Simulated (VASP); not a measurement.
# Ca (Fm-3m) in VASP: notebook

The runs below take Ca through single point, relaxation of cell and atoms, with PBE.

All numbers are computed with VASP 6.6.1; they aren't measurements. Logs are shortened: lines on timing, memory, paths and dates and some standing lists are left out, and cuts for length are marked.

### Step 1. The cell of the first run

Symmetry: Fm-3m, No. 225, cubic system. The conventional cell has a = 5.335 Å, b = 5.335 Å, c = 5.335 Å, α = 90.00°, β = 90.00°, γ = 90.00°. Ca (site symmetry m-3m) has 12 Ca at 3.77 Å within 5.0 Å.

### Step 2. Single point, PBE (37.96 Å³/atom)

INCAR reads:

```
SYSTEM = Ca
PREC = Accurate
ENCUT = 520
EDIFF = 1E-7
ISMEAR = -1
SIGMA = 0.08
LREAL = .FALSE.
LASPH = .TRUE.
NELM = 80
ALGO = Normal
ISIF = 2
LWAVE = .FALSE.
LCHARG = .FALSE.
GGA = PE
NBANDS = 11
```

KPOINTS reads:

```
Automatic mesh
0
G
  12 12 12
  0 0 0
```

POSCAR reads:

```
Ca
1.0
    0.0000000000      2.6673643140      2.6673643140
    2.6673643140      0.0000000000      2.6673643140
    2.6673643140      2.6673643140      0.0000000000
Ca
1
Direct
    0.0000000000      0.0000000000      0.0000000000
```

Potentials or basis: VASP PAW PBE potentials, release 64 (Ca_sv).

Launch:

```console
$ cat potpaw_PBE.64/Ca_sv/POTCAR > POTCAR
$ mpirun -np 1 vasp_std > vasp.out
```

OUTCAR:

```text
SYSTEM = Ca
   PREC = Accurate
   ENCUT = 520
   EDIFF = 1E-7
   ISMEAR = -1
   LREAL = .FALSE.
   LASPH = .TRUE.
   NELM = 80
   ISIF = 2
   GGA = PE

 ion  position               nearest neighbor table
   1  0.000  0.000  0.000-

  LATTYP: Found a face centered cubic cell.
 ALAT       =     5.3347286280

  Lattice vectors:

 A1 = (   0.0000000000,   2.6673643140,   2.6673643140)
 A2 = (   2.6673643140,   0.0000000000,   2.6673643140)
 A3 = (   2.6673643140,   2.6673643140,   0.0000000000)

Analysis of symmetry for initial positions (statically):
=====================================================================
 Subroutine PRICEL returns:
 Original cell was already a primitive cell.

 Routine SETGRP: Setting up the symmetry group for a
 face centered cubic supercell.

 Subroutine GETGRP returns: Found 48 space group operations
 (whereof 48 operations were pure point group operations)
 out of a pool of 48 trial point group operations.

The static configuration has the point symmetry O_h .

Analysis of symmetry for dynamics (positions and initial velocities):
=====================================================================
 Subroutine PRICEL returns:
 Original cell was already a primitive cell.

 Routine SETGRP: Setting up the symmetry group for a
 face centered cubic supercell.

 Subroutine GETGRP returns: Found 48 space group operations
 (whereof 48 operations were pure point group operations)
 out of a pool of 48 trial point group operations.

The dynamic configuration has the point symmetry O_h .

 Subroutine INISYM returns: Found 48 space group operations
 (whereof 48 operations are pure point group operations),
 and found     1 'primitive' translations

----------------------------------------------------------------------------------------

                                     Primitive cell

  volume of cell :      37.9557

  direct lattice vectors                    reciprocal lattice vectors
     0.000000000  2.667364314  2.667364314    -0.187450960  0.187450960  0.187450960
     2.667364314  0.000000000  2.667364314     0.187450960 -0.187450960  0.187450960
     2.667364314  2.667364314  0.000000000     0.187450960  0.187450960 -0.187450960

  length of vectors
     3.772222789  3.772222789  3.772222789     0.324674586  0.324674586  0.324674586

  position of ions in fractional coordinates (direct lattice)
     0.000000000  0.000000000  0.000000000

  ion indices of the primitive-cell ions
   primitive index   ion index
                 1           1

----------------------------------------------------------------------------------------

 KPOINTS: Automatic mesh

Automatic generation of k-mesh.
 Grid dimensions read from file:
 generate k-points for:   12   12   12

 Generating k-lattice:

  Cartesian coordinates                     Fractional coordinates (reciprocal lattice)
    -0.015620913  0.015620913  0.015620913     0.083333333  0.000000000  0.000000000
     0.015620913 -0.015620913  0.015620913     0.000000000  0.083333333  0.000000000
     0.015620913  0.015620913 -0.015620913     0.000000000  0.000000000  0.083333333

  Length of vectors
     0.027056215  0.027056215  0.027056215

  Shift w.r.t. Gamma in fractional coordinates (k-lattice)
     0.000000000  0.000000000  0.000000000

 Subroutine IBZKPT returns following result:
 ===========================================

 Found     72 irreducible k-points:

 Following reciprocal coordinates:
            Coordinates               Weight
  0.000000  0.000000  0.000000      1.000000
  0.083333  0.000000  0.000000      8.000000
  0.166667  0.000000  0.000000      8.000000
  0.250000  0.000000  0.000000      8.000000
  0.333333  0.000000  0.000000      8.000000
  0.416667  0.000000  0.000000      8.000000
[... 16 lines left out ...]
  0.500000  0.166667  0.000000     24.000000
 -0.416667  0.166667  0.000000     24.000000
 [... further k-points ...]
   k-points           NKPTS =     72   k-points in BZ     NKDIM =     72   number of bands    NBANDS=     11
   number of dos      NEDOS =    301   number of ions     NIONS =      1
   total plane-waves  NPLWV =  21952
   dimension x,y,z NGX =    28 NGY =   28 NGZ =   28
   dimension x,y,z NGXF=    56 NGYF=   56 NGZF=   56
   ions per type =               1
   NGX,Y,Z   is equivalent  to a cutoff of  12.34, 12.34, 12.34 a.u.
   NGXF,Y,Z  is equivalent  to a cutoff of  24.68, 24.68, 24.68 a.u.
 SYSTEM =  Ca
   PREC   = accura    normal or accurate (medium, high low for compatibility)
   ISTART =      0    job   : 0-new  1-cont  2-samecut
   ICHARG =      2    charge: 1-file 2-atom 10-const
   ISPIN  =      1    spin polarized calculation?
   LNONCOLLINEAR =      F non collinear calculations
   LSORBIT =      F    spin-orbit coupling
   LASPH  =      T    aspherical Exc in radial PAW
   ENCUT  =  520.0 eV  38.22 Ry    6.18 a.u.   7.01  7.01  7.01*2*pi/ulx,y,z
   NELM   =     80;   NELMIN=  2; NELMDL= -5     # of ELM steps
   EDIFF  = 0.1E-06   stopping-criterion for ELM
   LREAL  =      F    real-space projection
   EDIFFG = 0.1E-05   stopping-criterion for IOM
   NSW    =      0    number of steps for IOM
   IBRION =     -1    ionic relax: 0-MD 1-quasi-New 2-CG
   NFREE  =      0    steps in history (QN), initial steepest desc. (CG)
   ISIF   =      2    stress and relaxation
   ISYM   =      2    0-nonsym 1-usesym 2-fastsym
   POTIM  = 0.5000    time-step for ionic-motion
   TEBEG  =    0.0;   TEEND  =   0.0 temperature during run
   PSTRESS=    0.0 pullay stress
   NELECT =      10.0000    total number of electrons
   NUPDOWN=      -1.0000    fix difference up-down
   EMIN   =  10.00;   EMAX   =-10.00  energy-range for DOS
   EFERMI =   0.00;   METHOD = LEGACY
   ISMEAR =    -1;   SIGMA  =   0.08  broadening in eV -4-tet -1-fermi 0-gaus
   EFERMI_NEDOS =   21; number of points for ismear=-14 and -15
   IALGO  =     38    algorithm
   IMIX   =      4    mixing-type and parameters
     AMIX     =   0.40;   BMIX     =  1.00
     AMIX_MAG =   1.60;   BMIX_MAG =  1.00
  volume/ion in A,a.u.               =      37.96       256.14
  Fermi-wavevector in a.u.,A,eV,Ry     =   1.049500  1.983268 14.986144  1.101451
  Thomas-Fermi vector in A             =   2.184465
   LORBIT       =      0    0 simple, 1 ext, 2 COOP (PROOUT), +10 PAW based schemes
   GGA     = PE    functional components
   LHFCALC =     F    Hartree Fock is set to
   AEXX    =    0.0000 exact exchange contribution
   IVDW    =     0    specifies the selected vdW correction
   LEPSILON=     F    determine dielectric tensor
   LRPA    =     F    only Hartree local field effects (RPA)
 non-spin polarized calculation
  energy-cutoff  :      520.00
  volume of cell :       37.96
 maximum number of plane-waves:      1036
   NGX = 13   NGY = 13   NGZ = 13

 number of electron      10.0000003 magnetization

 Free energy of the ion-electron system (eV)
  ---------------------------------------------------
  ext. energy  EPLUGINS =         0.00000000
  ---------------------------------------------------
  free energy    TOTEN  =        -1.91485999 eV

  energy without entropy =       -1.88815150  energy(sigma->0) =       -1.90150574

 E-fermi :   2.4041     XC(G=0):  -8.0700

 val. band max:        2.4037346992   @ k =  -0.3333   0.3333   0.1667
 cond. band min:       2.4071190660   @ k =  -0.3333   0.4167   0.1667
 fundamental gap:      0.0033843668
 Fermi energy:         2.4041430848

 k-point     1 :       0.0000    0.0000    0.0000
  band No.  band energies     occupation
      1     -39.3712      2.00000
      2     -20.2707      2.00000
      3     -20.2707      2.00000
      4     -20.2707      2.00000
      5      -1.8122      2.00000
      6       4.8792      0.00000
      7       4.8792      0.00000
      8       4.8792      0.00000
      9       6.0911      0.00000
     10       6.0911      0.00000
     11      11.9889      0.00000

 k-point     2 :       0.0833    0.0000    0.0000
  band No.  band energies     occupation
      1     -39.3697      2.00000
      2     -20.2847      2.00000
      3     -20.2726      2.00000
      4     -20.2726      2.00000
      5      -1.6821      2.00000
      6       4.7356      0.00000
      7       4.9299      0.00000
      8       4.9299      0.00000
      9       6.0456      0.00000
     10       6.0456      0.00000
     11      12.1689      0.00000

 k-point     3 :       0.1667    0.0000    0.0000
  band No.  band energies     occupation
      1     -39.3656      2.00000
      2     -20.3225      2.00000
      3     -20.2776      2.00000
      4     -20.2776      2.00000
      5      -1.3021      2.00000
      6       4.3654      0.00000
      7       5.0289      0.00000
      8       5.0289      0.00000
      9       5.9854      0.00000
     10       5.9854      0.00000
     11      11.8427      0.00000

 k-point     4 :       0.2500    0.0000    0.0000
  band No.  band energies     occupation
      1     -39.3600      2.00000
      2     -20.3737      2.00000
      3     -20.2845      2.00000
      4     -20.2845      2.00000
      5      -0.7047      2.00000
      6       3.8767      0.00000
      7       5.0286      0.00000
      8       5.0286      0.00000
      9       6.0988      0.00000
     10       6.0988      0.00000
     11      10.5163      0.00000
[... 239 lines left out ...]
 k-point    22 :       0.4167    0.1667    0.0000
  band No.  band energies     occupation
      1     -39.3499      2.00000
      2     -20.4317      2.00000
      3     -20.3174      2.00000
      4     -20.3096      2.00000
      5       0.6971      2.00000
      6       3.1287      0.00023
      7       4.3557      0.00000
      8       5.1980      0.00000
      9       6.4234      0.00000
     10       6.8354      0.00000
     11       8.9922      0.00000

 k-point    23 :       0.5000    0.1667    0.0000
  band No.  band energies     occupation
      1     -39.3470      2.00000
      2     -20.4533      2.00000
      3     -20.3281      2.00000
      4     -20.3097      2.00000
      5       1.4850      1.99998
      6       2.5895      0.17952
      7       4.2517      0.00000
      8       5.0966      0.00000
      9       6.9017      0.00000
     10       6.9029      0.00000
     11       8.1841      0.00000

 k-point    24 :      -0.4167    0.1667    0.0000
  band No.  band energies     occupation
      1     -39.3467      2.00000
      2     -20.4550      2.00000
      3     -20.3348      2.00000
      4     -20.3056      2.00000
      5       1.7009      1.99970
      6       2.4461      0.74353
      7       4.2115      0.00000
      8       5.0581      0.00000
      9       6.6891      0.00000
     10       7.1586      0.00000
     11       8.1374      0.00000

 [... further k-points ...]
[... 5 lines left out ...]
  --------------------------------------------------------------------------------------
  -------------------------------------------------------------------------------------
  Total        0.5218212      0.5218212      0.5218212     -0.0000000      0.0000000     -0.0000000
  in kB       22.0269972     22.0269972     22.0269972     -0.0000000      0.0000000     -0.0000000
  external PRESSURE =      22.0269972 kB  Pullay stress =       0.0000000 kB

 VOLUME and BASIS-vectors are now :
 -----------------------------------------------------------------------------
  energy-cutoff  :      520.00
  volume of cell :       37.96
      direct lattice vectors                 reciprocal lattice vectors
     0.000000000  2.667364314  2.667364314    -0.187450960  0.187450960  0.187450960
     2.667364314  0.000000000  2.667364314     0.187450960 -0.187450960  0.187450960
     2.667364314  2.667364314  0.000000000     0.187450960  0.187450960 -0.187450960

 POSITION                                       TOTAL-FORCE (eV/Angst)
 -----------------------------------------------------------------------------------
      0.00000      0.00000      0.00000         0.000000      0.000000      0.000000
 -----------------------------------------------------------------------------------
    total drift:                               -0.000000     -0.000000     -0.000000

  FREE ENERGIE OF THE ION-ELECTRON SYSTEM (eV)
  ---------------------------------------------------
  free  energy   TOTEN  =        -1.9148599876 eV

  energy  without entropy=       -1.8881514998  energy(sigma->0) =       -1.90150574
```

Run time: 11 s. Hardware: 1 thread of Intel Xeon 6975P-C (Granite Rapids), shared host; peak memory 0.17 GiB.

What came out:

* Free energy: -1.9149 eV
* Pressure: 2.2 GPa
* Band gap on the k mesh: zero (bands 5 and 6 overlap by 0.20 eV)

### Step 3. Single point, PBE

INCAR reads:

```
PREC     = Accurate       # precision mode
ENCUT    = 520            # plane-wave cutoff, eV
EDIFF    = 1E-7           # SCF threshold, eV
ISMEAR   = -1             # smearing method
SIGMA    = 0.08           # smearing width, eV
LREAL    = F              # projectors in reciprocal space
LASPH    = T              # aspherical terms in the spheres
NELM     = 100            # most SCF steps
ALGO     = Normal         # electronic algorithm
ISIF     = 2              # what is computed and relaxed
LWAVE    = F              # write WAVECAR
LCHARG   = F              # write CHGCAR
GGA      = PE             # functional
NBANDS   = 11             # bands
```

KPOINTS reads:

```
regular mesh
0
Gamma
  12 12 12
```

POSCAR is that of step 2.

Potentials or basis: VASP PAW PBE potentials, release 64 (Ca_sv).

Launch:

```console
$ cat potpaw_PBE.64/Ca_sv/POTCAR > POTCAR
$ mpirun -np 1 vasp_std > vasp.out
```

Run time: 10 s. Hardware: 1 thread of Intel Xeon 6975P-C (Granite Rapids), shared host; peak memory 0.17 GiB.

The run converged. Its results:

| Item | Value |
| --- | --- |
| Free energy | -1.9149 eV |
| Pressure | 2.2 GPa |
| Band gap on the k mesh | zero (bands 5 and 6 overlap by 0.20 eV) |

Levels at points of the mesh, in eV from the Fermi level:
```
           k point  band 2  band 3  band 4  band 5  band 6  band 7  band 8  band 9
(0.00, 0.00, 0.00)  -22.67  -22.67  -22.67   -4.22    2.48    2.48    2.48    3.69
(0.50, 0.00, 0.00)  -22.88  -22.70  -22.70   -1.04   -0.07    2.34    2.34    4.47
(0.50, 0.50, 0.00)  -22.87  -22.75  -22.75   -0.57    0.51    1.18    4.46    4.68
```

(Part 1 of 2 ends here.)
